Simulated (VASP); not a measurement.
A run of VASP 6.6.1 is set up as follows.

File INCAR:

```
PREC     = Accurate       # precision mode
ENCUT    = 520            # plane-wave cutoff, eV
EDIFF    = 1E-6           # SCF threshold, eV
ISMEAR   = 0              # smearing method
SIGMA    = 0.2            # smearing width, eV
LREAL    = False          # projectors in reciprocal space
LASPH    = True           # aspherical terms in the spheres
NELM     = 60             # most SCF steps
ALGO     = Normal         # electronic algorithm
ISIF     = 2              # what is computed and relaxed
LWAVE    = False          # write WAVECAR
LCHARG   = True           # write CHGCAR
GGA      = PE             # functional
LELF     = True           # ELF
LVHAR    = True         
NBANDS   = 25             # bands
```

The input KPOINTS:

```
regular mesh
0
Gamma
  4 4 4
```

The input POSCAR:

```
Al4BSbP2
1.0
    3.7575516591      3.7593359005      0.0000000000
    3.7575516591     -3.7593359005      0.0000000000
   -3.7575516591      0.0000000000     -5.9066718963
Al B Sb P
4 1 1 2
Direct
    0.4277051902      0.8320520264      0.2597572166
    0.1678561678      0.1678561678      0.7400659314
    0.8320520264      0.4277051902      0.2597572166
    0.5722097636      0.5722097636      0.7400659314
    0.4999855396      0.4999855396      0.9999710792
    0.0000117646      0.0000117646      0.0000235292
    0.7499707266      0.2499707266      0.4999414531
    0.2499707266      0.7499707266      0.4999414531
```

Potentials or basis: VASP PAW PBE potentials, release 64 (Al, B, Sb, P).

The run is started by

```bash
$ cat potpaw_PBE.64/Al/POTCAR potpaw_PBE.64/B/POTCAR potpaw_PBE.64/Sb/POTCAR potpaw_PBE.64/P/POTCAR > POTCAR
$ mpirun -np 1 vasp_std > vasp.out
```

(1) What does it give for the largest force?

(2) Estimate the pressure.

(3) Predict the band gap on the k mesh.

Answers

(1) 0.036 eV/Å.

(2) 0.1 GPa.

(3) zero (bands 15 and 16 overlap by 1.48 eV).

Caveat: spin-orbit coupling is left out, which moves the levels of the heavy elements.
